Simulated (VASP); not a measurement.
# Pd (Pm-3m) in VASP: further runs

Pd is run at these levels: LDA; tasks: single point.

Everything below comes from runs of VASP 6.6.1. Logs are shortened: lines on timing, memory, paths and dates and some standing lists are left out, and cuts for length are marked.

### Step 1. The cell of the first run

It takes space group Pm-3m (No. 221, cubic). Conventional cell: a = 2.539 Å, b = 2.539 Å, c = 2.539 Å, α = 90.00°, β = 90.00°, γ = 90.00°. Pd (site symmetry m-3m) has 6 Pd at 2.54 Å within 3.4 Å.

### Step 2. Single point, LDA

Contents of INCAR:

```
SYSTEM = Pd
PREC = Accurate
ENCUT = 520
EDIFF = 1E-7
ISMEAR = -1
SIGMA = 0.1
LREAL = .False.
LASPH = .True.
NELM = 60
ALGO = Normal
ISIF = 2
LWAVE = .False.
LCHARG = .False.
NBANDS = 11
```

Contents of KPOINTS:

```
Automatic mesh
0
Gamma
  12 12 12
  0 0 0
```

Contents of POSCAR:

```
Pd
1.0
    2.5394490273      0.0000000000      0.0000000000
    0.0000000000      2.5394490273      0.0000000000
    0.0000000000      0.0000000000      2.5394490273
Pd
1
Direct
    0.0000000000      0.0000000000      0.0000000000
```

Potentials or basis: VASP PAW LDA potentials, release 64 (Pd).

Command:

```
$ cat potpaw_LDA.64/Pd/POTCAR > POTCAR
$ mpirun -np 1 vasp_std > vasp.out
```

OUTCAR:

```text
SYSTEM = Pd
   PREC = Accurate
   ENCUT = 520
   EDIFF = 1E-7
   ISMEAR = -1
   LREAL = .False.
   LASPH = .True.
   NELM = 60
   ISIF = 2

 ion  position               nearest neighbor table
   1  0.000  0.000  0.000-

  LATTYP: Found a simple cubic cell.
 ALAT       =     2.5394490273

  Lattice vectors:

 A1 = (   2.5394490273,   0.0000000000,   0.0000000000)
 A2 = (   0.0000000000,   2.5394490273,   0.0000000000)
 A3 = (   0.0000000000,   0.0000000000,   2.5394490273)

Analysis of symmetry for initial positions (statically):
=====================================================================
 Subroutine PRICEL returns:
 Original cell was already a primitive cell.

 Routine SETGRP: Setting up the symmetry group for a
 simple cubic supercell.

 Subroutine GETGRP returns: Found 48 space group operations
 (whereof 48 operations were pure point group operations)
 out of a pool of 48 trial point group operations.

The static configuration has the point symmetry O_h .

Analysis of symmetry for dynamics (positions and initial velocities):
=====================================================================
 Subroutine PRICEL returns:
 Original cell was already a primitive cell.

 Routine SETGRP: Setting up the symmetry group for a
 simple cubic supercell.

 Subroutine GETGRP returns: Found 48 space group operations
 (whereof 48 operations were pure point group operations)
 out of a pool of 48 trial point group operations.

The dynamic configuration has the point symmetry O_h .

 Subroutine INISYM returns: Found 48 space group operations
 (whereof 48 operations are pure point group operations),
 and found     1 'primitive' translations

----------------------------------------------------------------------------------------

                                     Primitive cell

  volume of cell :      16.3764

  direct lattice vectors                    reciprocal lattice vectors
     2.539449027  0.000000000  0.000000000     0.393786207  0.000000000  0.000000000
     0.000000000  2.539449027  0.000000000     0.000000000  0.393786207  0.000000000
     0.000000000  0.000000000  2.539449027     0.000000000  0.000000000  0.393786207

  length of vectors
     2.539449027  2.539449027  2.539449027     0.393786207  0.393786207  0.393786207

  position of ions in fractional coordinates (direct lattice)
     0.000000000  0.000000000  0.000000000

[... 75 lines left out ...]
   EDIFF  = 0.1E-06   stopping-criterion for ELM
   LREAL  =      F    real-space projection
   EDIFFG = 0.1E-05   stopping-criterion for IOM
   NSW    =      0    number of steps for IOM
   IBRION =     -1    ionic relax: 0-MD 1-quasi-New 2-CG
   NFREE  =      0    steps in history (QN), initial steepest desc. (CG)
   ISIF   =      2    stress and relaxation
   ISYM   =      2    0-nonsym 1-usesym 2-fastsym
   POTIM  = 0.5000    time-step for ionic-motion
   TEBEG  =    0.0;   TEEND  =   0.0 temperature during run
   PSTRESS=    0.0 pullay stress
   NELECT =      10.0000    total number of electrons
   NUPDOWN=      -1.0000    fix difference up-down
   EMIN   =  10.00;   EMAX   =-10.00  energy-range for DOS
   EFERMI =   0.00;   METHOD = LEGACY
   ISMEAR =    -1;   SIGMA  =   0.10  broadening in eV -4-tet -1-fermi 0-gaus
   EFERMI_NEDOS =   21; number of points for ismear=-14 and -15
   IALGO  =     38    algorithm
   IMIX   =      4    mixing-type and parameters
     AMIX     =   0.40;   BMIX     =  1.00
     AMIX_MAG =   1.60;   BMIX_MAG =  1.00
  volume/ion in A,a.u.               =      16.38       110.51
  Fermi-wavevector in a.u.,A,eV,Ry     =   1.388893  2.624626 26.245947  1.929023
  Thomas-Fermi vector in A             =   2.512975
   LORBIT       =      0    0 simple, 1 ext, 2 COOP (PROOUT), +10 PAW based schemes
   GGA     = CA    functional components
   LHFCALC =     F    Hartree Fock is set to
   AEXX    =    0.0000 exact exchange contribution
   IVDW    =     0    specifies the selected vdW correction
   LEPSILON=     F    determine dielectric tensor
   LRPA    =     F    only Hartree local field effects (RPA)
 non-spin polarized calculation
  energy-cutoff  :      520.00
  volume of cell :       16.38
 maximum number of plane-waves:       466
 NGX is ok and might be reduce to    20
   NGX =  9   NGY =  9   NGZ =  9

 number of electron      10.0000000 magnetization

 number of electron       9.9999996 magnetization

 Free energy of the ion-electron system (eV)
  ---------------------------------------------------
  ext. energy  EPLUGINS =         0.00000000
  ---------------------------------------------------
  free energy    TOTEN  =        -5.91184576 eV

  energy without entropy =       -5.86785713  energy(sigma->0) =       -5.88985144

 E-fermi :   8.1824     XC(G=0): -12.7574

 val. band max:        8.1820509950   @ k =   0.4167   0.0833   0.0000
 cond. band min:       8.1915831552   @ k =   0.2500   0.0833   0.0000
 fundamental gap:      0.0095321602
 Fermi energy:         8.1823647267

 k-point     1 :       0.0000    0.0000    0.0000
  band No.  band energies     occupation
      1       1.5880      2.00000
      2       3.0740      2.00000
      3       3.0740      2.00000
      4       8.2373      0.73226
      5       8.2373      0.73226
      6       8.2373      0.73226
      7      25.1072      0.00000
      8      25.1072      0.00000
      9      25.1072      0.00000
     10      32.0352      0.00000
     11      32.0368      0.00000
[... 309 lines left out ...]
 k-point    24 :       0.4167    0.3333    0.0000
  band No.  band energies     occupation
      1       3.5047      2.00000
      2       4.1238      2.00000
      3       6.7992      2.00000
      4       7.1378      1.99994
      5       7.4065      1.99915
      6      10.8254      0.00000
      7      15.3349      0.00000
      8      21.5823      0.00000
      9      24.7869      0.00000
     10      30.9349      0.00000
     11      33.8480      0.00000

 [... further k-points ...]
[... 5 lines left out ...]
  --------------------------------------------------------------------------------------
  -------------------------------------------------------------------------------------
  Total        0.0023197      0.0023197      0.0023197     -0.0000000      0.0000000     -0.0000000
  in kB        0.2269482      0.2269482      0.2269482     -0.0000000      0.0000000     -0.0000000
  external PRESSURE =       0.2269482 kB  Pullay stress =       0.0000000 kB

 VOLUME and BASIS-vectors are now :
 -----------------------------------------------------------------------------
  energy-cutoff  :      520.00
  volume of cell :       16.38
      direct lattice vectors                 reciprocal lattice vectors
     2.539449027  0.000000000  0.000000000     0.393786207  0.000000000  0.000000000
     0.000000000  2.539449027  0.000000000     0.000000000  0.393786207  0.000000000
     0.000000000  0.000000000  2.539449027     0.000000000  0.000000000  0.393786207

 POSITION                                       TOTAL-FORCE (eV/Angst)
 -----------------------------------------------------------------------------------
      0.00000      0.00000      0.00000         0.000000      0.000000      0.000000
 -----------------------------------------------------------------------------------
    total drift:                               -0.000000      0.000000      0.000000

  FREE ENERGIE OF THE ION-ELECTRON SYSTEM (eV)
  ---------------------------------------------------
  free  energy   TOTEN  =        -5.9118457551 eV

  energy  without entropy=       -5.8678571320  energy(sigma->0) =       -5.88985144
```

Run time: 12 s. Hardware: 1 thread of Intel Xeon 8259CL, shared host; peak memory 0.13 GiB.

Results:

| Property | Result |
| --- | --- |
| Free energy | -5.9118 eV |
| Pressure | 0.0 GPa |
| Band gap on the k mesh | zero (band 5 reaches 9.62 eV, above the bottom of band 6 at 7.48 eV) |

(Part 1 of 2 ends here.)
